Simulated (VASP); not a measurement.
# K6NaMg8F24 (a cell with a defect) in VASP: relaxation of the atoms with PBEsol

Aim: the relaxation of the atoms of K6NaMg8F24 (a cell with a defect) with PBEsol.

All numbers are computed with VASP 6.6.1; they aren't measurements. Logs are shortened: lines on timing, memory, paths and dates and some standing lists are left out, and cuts for length are marked.

## (1) The cell of the first run

The cell holds a defect, 39 atoms: a = 7.983 Å, b = 7.983 Å, c = 7.983 Å, α = 90.00°, β = 90.00°, γ = 90.00°.

## (2) Relaxation of the atoms, PBEsol, collinear spin

Input file INCAR:

```
SYSTEM = K6NaMg8F24
ALGO     = Normal         ! electronic algorithm
EDIFF    = 1E-7           ! SCF threshold, eV
EDIFFG   = -0.03          ! ionic threshold
ENCUT    = 520            ! plane-wave cutoff, eV
GGA      = PS             ! functional
GGA_COMPAT= .False.      
IBRION   = 2              ! ionic algorithm
ISIF     = 2              ! what is computed and relaxed
ISMEAR   = -1             ! smearing method
ISPIN    = 2              ! spin polarisation
ISYM     = -1           
KPAR     = 1            
LASPH    = .True.         ! aspherical terms in the spheres
LCHARG   = .False.        ! write CHGCAR
LORBIT   = 11             ! projections on sites
LREAL    = Auto         
LWAVE    = .False.        ! write WAVECAR
MAGMOM   = 0 0 0 0 0 0 2 0 0 0 0 0 0 0 0 0 0 0 0 0 0 0 0 0 0 0 0 0 0 0 0 0 0 0 0 0 0 0 0 ! initial moments
NELECT   = 244.0        
NELM     = 200            ! most SCF steps
NELMIN   = 4            
NSW      = 100            ! ionic steps
PREC     = Accurate       ! precision mode
SIGMA    = 0.05           ! smearing width, eV
```

Input file KPOINTS:

```
explicit points
1
Reciprocal
  0.25000000   0.25000000   0.25000000 1
```

Input file POSCAR:

```
K6NaMg8F24
1.0
    7.9825440000      0.0000000000      0.0000000000
    0.0000000000      7.9825440000      0.0000000000
    0.0000000000      0.0000000000      7.9825440000
K Na Mg F
6 1 8 24
Direct
    0.9951690000      0.0016020000      0.9997630000
    0.9953770000      0.9955000000      0.4972760000
    0.0012710000      0.5036270000      0.9980940000
    0.5053900000      0.9993100000      0.9983070000
    0.4983690000      0.0003160000      0.4979640000
    0.5018130000      0.4950370000      0.0014720000
    0.4975200000      0.4964190000      0.5008550000
    0.2513720000      0.2451670000      0.2472570000
    0.2502330000      0.2511930000      0.7516350000
    0.2509970000      0.7496920000      0.2494060000
    0.2454180000      0.7505280000      0.7505390000
    0.7521090000      0.2507280000      0.2497320000
    0.7498070000      0.2502170000      0.7521850000
    0.7502360000      0.7514070000      0.2506390000
    0.7503760000      0.7477840000      0.7441590000
    0.2509480000      0.2477060000      0.0040840000
    0.2506360000      0.2495250000      0.4954510000
    0.2494610000      0.7522840000      0.0057860000
    0.2501000000      0.7500120000      0.4975310000
    0.7459210000      0.2469660000      0.9999730000
    0.7489490000      0.2554480000      0.4988400000
    0.7505580000      0.7546810000      0.9986050000
    0.7535580000      0.7551810000      0.4971170000
    0.9984160000      0.2485830000      0.2523180000
    0.0007240000      0.2495860000      0.7512150000
    0.0011100000      0.7518760000      0.2538680000
    0.0034660000      0.7454120000      0.7488040000
    0.5065850000      0.2497220000      0.2511350000
    0.4967450000      0.2454440000      0.7488520000
    0.4968910000      0.7484120000      0.2454870000
    0.4983890000      0.7496420000      0.7483760000
    0.2487290000      0.0055930000      0.2504040000
    0.2527350000      0.9970630000      0.7440820000
    0.2487240000      0.4921140000      0.2446650000
    0.2523000000      0.4978050000      0.7499100000
    0.7502710000      0.0029010000      0.2449340000
    0.7488950000      0.0038280000      0.7515290000
    0.7497810000      0.5023550000      0.2532810000
    0.7528410000      0.5028370000      0.7498650000
```

Potentials or basis: VASP PAW PBE potentials, release 64 (K_sv, Na_pv, Mg, F).

On the command line:

```console
cat potpaw_PBE.64/K_sv/POTCAR potpaw_PBE.64/Na_pv/POTCAR potpaw_PBE.64/Mg/POTCAR potpaw_PBE.64/F/POTCAR > POTCAR
mpirun -np 4 vasp_std > vasp.out
```

OUTCAR:

```text
SYSTEM = K6NaMg8F24
   EDIFF = 1E-7
   EDIFFG = -0.03
   ENCUT = 520
   GGA = PS
   IBRION = 2
   ISIF = 2
   ISMEAR = -1
   ISPIN = 2
   ISYM = -1
   LASPH = .True.
   LORBIT = 11
   LREAL = Auto
   NELECT = 244.0
   NELM = 200
   NELMIN = 4
   NSW = 100
   PREC = Accurate

 ion  position               nearest neighbor table
   1  0.995  0.002  1.000-  36 2.77  22 2.77  37 2.79  20 2.79  25 2.80  24 2.82  16 2.83  18 2.84
                            26 2.84  32 2.85  13 3.42  12 3.42  14 3.44   8 3.44  11 3.46   9 3.47
   2  0.995  0.995  0.497-  23 2.72  26 2.75  36 2.81  24 2.81  19 2.82  32 2.82  37 2.83  27 2.83
                            33 2.85  14 3.39  15 3.41  12 3.44  11 3.45  10 3.45  13 3.48   8 3.48
   3  0.001  0.504  0.998-  27 2.77  34 2.79  39 2.80  18 2.81  35 2.82  25 2.83  22 2.83  26 2.85
                            16 2.85  11 3.40  10 3.44   9 3.45  15 3.45  13 3.46  14 3.46  12 3.47
   4  0.505  0.999  0.998-  20 2.76  22 2.76  37 2.77  36 2.77  29 2.80  30 2.81  31 2.82  16 2.84
                            18 2.84  28 2.84  13 3.42  14 3.43   8 3.45  12 3.45  15 3.46   9 3.47
   5  0.498  0.000  0.498-  33 2.78  29 2.80  28 2.80  17 2.81  32 2.81  19 2.81  23 2.82  31 2.83
                            37 2.85  30 2.85  36 2.85  21 2.85   8 3.42  10 3.44  14 3.45  15 3.46
   6  0.502  0.495  0.001-  20 2.78  28 2.79  34 2.80  30 2.81  16 2.81  38 2.82  35 2.83  29 2.84
                            39 2.84  13 3.42  12 3.42   9 3.44   8 3.44  10 3.47  14 3.48  15 3.50
   7  0.498  0.496  0.501-
   8  0.251  0.245  0.247-  32 1.91  16 1.94  34 1.97  17 1.98  24 2.02  28 2.04   5 3.42   6 3.44
                             1 3.44   4 3.45   2 3.48   3 3.49
   9  0.250  0.251  0.752-  29 1.97  35 1.97  25 1.99  16 2.02  33 2.03  17 2.05   6 3.44   3 3.45
                             5 3.47   1 3.47   4 3.47   2 3.53
  10  0.251  0.750  0.249-  18 1.94  30 1.96  19 1.98  26 2.00  32 2.04  34 2.06   5 3.44   3 3.44
                             2 3.45   6 3.47   4 3.48   1 3.49
  11  0.245  0.751  0.751-  27 1.93  33 1.97  35 2.02  31 2.02  19 2.02  18 2.04   3 3.40   2 3.45
                             1 3.46   5 3.48   4 3.49   6 3.52
  12  0.752  0.251  0.250-  28 1.96  24 1.97  36 1.98  21 1.99  20 1.99  38 2.01   1 3.42   6 3.42
                             2 3.44   4 3.45   5 3.47   3 3.47
  13  0.750  0.250  0.752-  37 1.97  20 1.98  25 2.00  39 2.02  29 2.02  21 2.02   4 3.42   1 3.42
                             6 3.42   3 3.46   2 3.48   5 3.48
  14  0.750  0.751  0.251-  23 1.97  38 1.99  26 2.00  36 2.01  22 2.01  30 2.02   2 3.39   4 3.43
                             1 3.44   5 3.45   3 3.46   6 3.48
  15  0.750  0.748  0.744-  39 1.96  23 1.97  31 2.01  27 2.02  22 2.03  37 2.04   2 3.41   3 3.45
                             4 3.46   5 3.46   1 3.48   6 3.50
  16  0.251  0.248  0.004-   8 1.94   9 2.02   6 2.81   1 2.83   4 2.84   3 2.85
[... 9 lines left out ...]
  26  0.001  0.752  0.254-  10 2.00  14 2.00   2 2.75   1 2.84   3 2.85
  27  0.003  0.745  0.749-  11 1.93  15 2.02   3 2.77   2 2.83
  28  0.507  0.250  0.251-  12 1.96   8 2.04   6 2.79   5 2.80   4 2.84
  29  0.497  0.245  0.749-   9 1.97  13 2.02   4 2.80   5 2.80   6 2.84
  30  0.497  0.748  0.245-  10 1.96  14 2.02   6 2.81   4 2.81   5 2.85
  31  0.498  0.750  0.748-  15 2.01  11 2.02   4 2.82   5 2.83
  32  0.249  0.006  0.250-   8 1.91  10 2.04   5 2.81   2 2.82   1 2.85
  33  0.253  0.997  0.744-  11 1.97   9 2.03   5 2.78   2 2.85
  34  0.249  0.492  0.245-   8 1.97  10 2.06   3 2.79   6 2.80
  35  0.252  0.498  0.750-   9 1.97  11 2.02   3 2.82   6 2.83
  36  0.750  0.003  0.245-  12 1.98  14 2.01   1 2.77   4 2.77   2 2.81   5 2.85
  37  0.749  0.004  0.752-  13 1.97  15 2.04   4 2.77   1 2.79   2 2.83   5 2.85
  38  0.750  0.502  0.253-  14 1.99  12 2.01   6 2.82
  39  0.753  0.503  0.750-  15 1.96  13 2.02   3 2.80   6 2.84

IMPORTANT INFORMATION: All symmetrisations will be switched off!
NOSYMM: (Re-)initialisation of all symmetry stuff for point group C_1.

----------------------------------------------------------------------------------------

                                     Primitive cell

  volume of cell :     508.6558

  direct lattice vectors                    reciprocal lattice vectors
     7.982544000  0.000000000  0.000000000     0.125273346  0.000000000  0.000000000
     0.000000000  7.982544000  0.000000000     0.000000000  0.125273346  0.000000000
     0.000000000  0.000000000  7.982544000     0.000000000  0.000000000  0.125273346

  length of vectors
     7.982544000  7.982544000  7.982544000     0.125273346  0.125273346  0.125273346

  position of ions in fractional coordinates (direct lattice)
     0.995169000  0.001602000  0.999763000
     0.995377000  0.995500000  0.497276000
     0.001271000  0.503627000  0.998094000
     0.505390000  0.999310000  0.998307000
     0.498369000  0.000316000  0.497964000
     0.501813000  0.495037000  0.001472000
[... 120 lines left out ...]
   ISMEAR =    -1;   SIGMA  =   0.05  broadening in eV -4-tet -1-fermi 0-gaus
   EFERMI_NEDOS =   21; number of points for ismear=-14 and -15
   IALGO  =     38    algorithm
   IMIX   =      4    mixing-type and parameters
     AMIX     =   0.40;   BMIX     =  1.00
     AMIX_MAG =   1.60;   BMIX_MAG =  1.00
  volume/ion in A,a.u.               =      13.04        88.01
  Fermi-wavevector in a.u.,A,eV,Ry     =   1.281534  2.421748 22.345247  1.642329
  Thomas-Fermi vector in A             =   2.413898
   LORBIT       =     11    0 simple, 1 ext, 2 COOP (PROOUT), +10 PAW based schemes
   GGA     = PS    functional components
   LHFCALC =     F    Hartree Fock is set to
   AEXX    =    0.0000 exact exchange contribution
   IVDW    =     0    specifies the selected vdW correction
   LEPSILON=     F    determine dielectric tensor
   LRPA    =     F    only Hartree local field effects (RPA)
 conjugate gradient relaxation of ions
 spin polarized calculation
  energy-cutoff  :      520.00
  volume of cell :      508.66
 maximum number of plane-waves:     13679
 NGX is ok and might be reduce to    60
   NGX = 29   NGY = 29   NGZ = 29

--------------------------------------- Ionic step        1  -------------------------------------------

 number of electron     243.9999961 magnetization      -0.0007220

 number of electron     243.9999961 magnetization       0.0005557

 Free energy of the ion-electron system (eV)
  ---------------------------------------------------
  ext. energy  EPLUGINS =         0.00000000
  ---------------------------------------------------
  free energy    TOTEN  =      -191.56066888 eV

  energy without entropy =     -191.29701209  energy(sigma->0) =     -191.42884049

------------------------ aborting loop because EDIFF is reached ----------------------------------------

  FORCE on cell =-STRESS in cart. coord.  units (eV):
  Direction    XX          YY          ZZ          XY          YZ          ZX
  --------------------------------------------------------------------------------------
  -------------------------------------------------------------------------------------
  Total       -8.0706519     -7.9642364     -8.1845824      0.3488765      0.2049531      0.3284568
  in kB      -25.4211524    -25.0859621    -25.7800139      1.0989004      0.6455668      1.0345820
  external PRESSURE =     -25.4290428 kB  Pullay stress =       0.0000000 kB
[... 202 lines left out ...]
  FREE ENERGIE OF THE ION-ELECTRON SYSTEM (eV)
  ---------------------------------------------------
  free  energy   TOTEN  =      -191.8802584946 eV

  energy  without entropy=     -191.6153539467  energy(sigma->0) =     -191.74780622

[... ionic steps 4 to 9 ...]

--------------------------------------- Ionic step       10  -------------------------------------------

 number of electron     243.9999809 magnetization       0.0000870

 number of electron     243.9999809 magnetization      -0.0002134
[... 147 lines left out ...]
 number of electron     243.9999808 magnetization      -0.0000388

 number of electron     243.9999808 magnetization       0.0013041

 Free energy of the ion-electron system (eV)
  ---------------------------------------------------
  ext. energy  EPLUGINS =         0.00000000
  ---------------------------------------------------
  free energy    TOTEN  =      -191.97547177 eV

  energy without entropy =     -191.71015152  energy(sigma->0) =     -191.84281165

 E-fermi :  -2.2925     XC(G=0):  -9.5239

 val. band max:       -2.3402991780   @ k =   0.2500   0.2500   0.2500
 cond. band min:       5.6161623789   @ k =   0.2500   0.2500   0.2500
 fundamental gap:      7.9564615569
 Fermi energy:        -2.2924638225

 spin component 1

 k-point     1 :       0.2500    0.2500    0.2500
  band No.  band energies     occupation
      1     -27.4907      1.00000
      2     -27.4846      1.00000
      3     -27.4288      1.00000
      4     -27.3438      1.00000
      5     -27.2877      1.00000
      6     -27.2827      1.00000
[... 126 lines left out ...]
    133       8.5939      0.00000
    134       8.7577      0.00000
 Fermi energy:        -2.2924638225

 spin component 2

 k-point     1 :       0.2500    0.2500    0.2500
  band No.  band energies     occupation
      1     -27.4907      1.00000
      2     -27.4846      1.00000
      3     -27.4288      1.00000
      4     -27.3438      1.00000
      5     -27.2877      1.00000
      6     -27.2827      1.00000
[... 126 lines left out ...]
    133       8.5939      0.00000
    134       8.7577      0.00000
 [bands above 134 left out]

------------------------ aborting loop because EDIFF is reached ----------------------------------------

  FORCE on cell =-STRESS in cart. coord.  units (eV):
  Direction    XX          YY          ZZ          XY          YZ          ZX
  --------------------------------------------------------------------------------------
  -------------------------------------------------------------------------------------
  Total       -8.2143512     -8.3486831     -8.3236755      0.3530671      0.3054049      0.3620782
  in kB      -25.8737803    -26.2969025    -26.2181330      1.1121001      0.9619726      1.1404834
  external PRESSURE =     -26.1296052 kB  Pullay stress =       0.0000000 kB
[... 54 lines left out ...]
  FREE ENERGIE OF THE ION-ELECTRON SYSTEM (eV)
  ---------------------------------------------------
  free  energy   TOTEN  =      -191.9754717689 eV

  energy  without entropy=     -191.7101515214  energy(sigma->0) =     -191.84281165

 reached required accuracy - stopping structural energy minimisation

 total charge

# of ion       s       p       d       tot
------------------------------------------
    1        1.954   5.576   0.028   7.558
    2        1.953   5.573   0.025   7.552
    3        1.953   5.573   0.025   7.552
    4        1.954   5.575   0.026   7.554
    5        1.955   5.577   0.028   7.560
    6        1.955   5.577   0.028   7.560
[... 31 lines left out ...]
   38        1.731   4.362   0.000   6.093
   39        1.731   4.363   0.000   6.093
--------------------------------------------------
tot         54.261 145.344   0.775 200.379

 magnetization (x)

# of ion       s       p       d       tot
------------------------------------------
    1       -0.000   0.000  -0.000  -0.000
    2       -0.000   0.000  -0.000  -0.000
    3       -0.000   0.000  -0.000  -0.000
    4       -0.000   0.000  -0.000  -0.000
    5       -0.000   0.000  -0.000  -0.000
    6       -0.000   0.000  -0.000  -0.000
[... 31 lines left out ...]
   38        0.000   0.001   0.000   0.001
   39        0.000   0.000   0.000   0.000
--------------------------------------------------
tot          0.000   0.002  -0.000   0.002
```

Run time: 23 min. Hardware: 4 MPI ranks of AMD EPYC 7R13 (Zen 3), shared host; peak memory 0.29 GiB.

Results:

- Free energy: -191.9755 eV
- Energy gained by relaxing: 10.6 meV/atom
- Ionic steps: 12
- Largest force after relaxing: 0.019 eV/Å
- Net moment: 0.00 μB per cell
- Valence electrons inside the program's atomic spheres: K 7.56, 7.55 (each value once); Na 5.98; Mg 0.36; F 6.09

Forces on the atoms (eV/Å):
```
K    0.001  0.000 -0.002
K    0.002  0.002 -0.004
K    0.000 -0.002 -0.003
K    0.001  0.004  0.003
K    0.002 -0.002  0.000
K    0.000  0.003 -0.002
Na  -0.003  0.004 -0.001
Mg  -0.002 -0.003 -0.003
Mg   0.001  0.002  0.000
Mg   0.001  0.001 -0.002
Mg  -0.001  0.005  0.002
Mg  -0.001 -0.006 -0.004
Mg   0.001 -0.004 -0.003
Mg   0.000 -0.006 -0.002
Mg   0.001 -0.001  0.000
F   -0.011  0.013 -0.008
F    0.004  0.001  0.008
F   -0.008 -0.005  0.007
F   -0.002  0.006  0.009
F    0.008 -0.003  0.007
F    0.002 -0.006 -0.006
F    0.004 -0.007  0.006
F    0.000 -0.011 -0.001
F    0.007  0.001  0.002
F   -0.001 -0.003 -0.001
F   -0.002 -0.003  0.001
F   -0.006  0.002  0.005
F    0.000 -0.009 -0.007
F   -0.005 -0.002  0.003
F    0.001  0.000 -0.002
F    0.003  0.008  0.004
F   -0.011 -0.003  0.002
F   -0.006  0.012 -0.001
F    0.004  0.016  0.010
F   -0.005  0.000 -0.008
F    0.014  0.003  0.005
F    0.005  0.000 -0.004
F    0.001 -0.005 -0.001
F    0.001  0.000 -0.006
```

The path:
```tsv
step	energy change (eV)	largest force (eV/Å)	pressure (GPa)
1	0.0000	0.8539	-2.54
2	-0.2377	0.4065	-2.64
3	-0.3196	0.3230	-2.59
4	-0.3709	0.1505	-2.60
5	-0.3824	0.2303	-2.58
6	-0.4027	0.0854	-2.59
7	-0.4075	0.0731	-2.60
8	-0.4111	0.0469	-2.60
9	-0.4117	0.0521	-2.61
10	-0.4139	0.0318	-2.61
11	-0.4142	0.0313	-2.61
12	-0.4148	0.0191	-2.61
```

Final structure:
```
CELL_PARAMETERS angstrom
7.98254 0.00000 0.00000
0.00000 7.98254 0.00000
0.00000 0.00000 7.98254
ATOMIC_POSITIONS crystal
K 0.00002 0.99988 0.99925
K 0.99996 0.99959 0.49936
K 0.00027 0.50012 0.99931
K 0.50008 0.99963 0.99901
K 0.49990 0.99967 0.49910
K 0.50031 0.49968 0.99950
Na 0.49700 0.49583 0.50086
Mg 0.24793 0.25296 0.25265
Mg 0.24803 0.25256 0.74634
Mg 0.24814 0.74629 0.25237
Mg 0.24822 0.74594 0.74569
Mg 0.75207 0.25388 0.25303
Mg 0.75220 0.25349 0.74637
Mg 0.75199 0.74710 0.25272
Mg 0.75213 0.74677 0.74586
F 0.25216 0.24843 0.99953
F 0.26023 0.24816 0.49941
F 0.25170 0.75004 0.99896
F 0.26057 0.75079 0.49892
F 0.74821 0.25068 0.99957
F 0.73975 0.24799 0.49978
F 0.74856 0.75048 0.99916
F 0.74093 0.75446 0.49931
F 0.99995 0.24396 0.24380
F 0.00016 0.24429 0.75544
F 0.00012 0.75603 0.24359
F 0.00023 0.75535 0.75483
F 0.50006 0.25251 0.25187
F 0.50015 0.25131 0.74769
F 0.50007 0.74846 0.25023
F 0.50014 0.74800 0.74762
F 0.25206 0.99975 0.25023
F 0.25161 0.99922 0.74815
F 0.25923 0.49949 0.24509
F 0.26070 0.49923 0.75301
F 0.74792 0.00050 0.24943
F 0.74845 0.00021 0.74947
F 0.74060 0.50057 0.24635
F 0.74035 0.50015 0.75253
```

Caveat: the cell carries a net charge on a neutralising background, which shifts energy and pressure; the cell is charged against a uniform background, so pressure and absolute levels hang on convention; the PAW data sets were made with another functional, which shifts forces and pressure a little.
